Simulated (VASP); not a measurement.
Crystal: SnTe.

```
Sn Te
1.0
     0.00000    3.15085    3.15085
     3.15085    0.00000    3.15085
     3.15085    3.15085    0.00000
Sn Te
1 1
Direct
  0.00000 0.00000 0.00000
  0.50000 0.50000 0.50000
```

* Program: VASP 6.6.1
* Task: relaxation of cell and atoms
* Functional: LDA
* Potentials or basis: VASP PAW LDA potentials, release 64 (Sn_d, Te)
* Cutoff: 600 eV
* k mesh: 9 × 9 × 9
* Occupations: fermi-dirac, width 0.1 eV
* Spin: no spin polarisation

At the start: pressure -1.5 GPa; volume 31.28 Å³/atom.

Where does the relaxation end?

Over 3 steps the energy falls by 4.3 meV/atom and the volume is 30.35 Å³/atom (-3.0 %); space group Fm-3m (No. 225, to 0.05 Å).

Step by step:
| step | energy change (eV) | largest force (eV/Å) | pressure (GPa) | volume (Å³) |
| --- | --- | --- | --- | --- |
| 1 | 0.0000 | 0.0000 | -1.46 | 62.56 |
| 2 | -0.0075 | 0.0000 | 0.57 | 60.01 |
| 3 | -0.0087 | 0.0000 | 0.00 | 60.69 |

Final structure:
```xyz
2
Lattice="0.0000 3.1192 3.1192 3.1192 0.0000 3.1192 3.1192 3.1192 0.0000" Properties=species:S:1:pos:R:3 pbc="T T T"
Sn    0.0000    0.0000    0.0000
Te    3.1192    3.1192    3.1192
```
